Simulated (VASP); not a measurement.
Input of a VASP 6.6.1 run:

Contents of INCAR:

```
PREC     = Accurate       # precision mode
ENCUT    = 520            # plane-wave cutoff, eV
EDIFF    = 1E-6           # SCF threshold, eV
ISMEAR   = 0              # smearing method
SIGMA    = 0.15           # smearing width, eV
LREAL    = False          # projectors in reciprocal space
LASPH    = True           # aspherical terms in the spheres
NELM     = 60             # most SCF steps
ALGO     = Fast           # electronic algorithm
ISIF     = 2              # what is computed and relaxed
LWAVE    = False          # write WAVECAR
LCHARG   = False          # write CHGCAR
GGA      = PE             # functional
NBANDS   = 12             # bands
```

Contents of KPOINTS:

```
regular mesh
0
Gamma
  24 24 24
```

POSCAR

```
Ag
1.0
    0.0000000000      2.0373077743      2.0735956990
    2.1098836237      0.0000000000      2.0735956990
    2.1098836237      2.0373077743      0.0000000000
Ag
1
Direct
    0.0000000000      0.0000000000      0.0000000000
```

Potentials or basis: VASP PAW PBE potentials, release 64 (Ag).

Run with:

```console
$ cat potpaw_PBE.64/Ag/POTCAR > POTCAR
$ mpirun -np 1 vasp_std > vasp.out
```

(1) Estimate the pressure.

(2) What does it give for the band gap on the k mesh?

Answers

(1) 0.0 GPa.

(2) zero (an odd number of electrons rules out a gap without spin polarisation).

Caveat: the cell differs from its parent crystal (strain +0.0175 x Voigt [1, -1, 0, 0, 0, 0]).
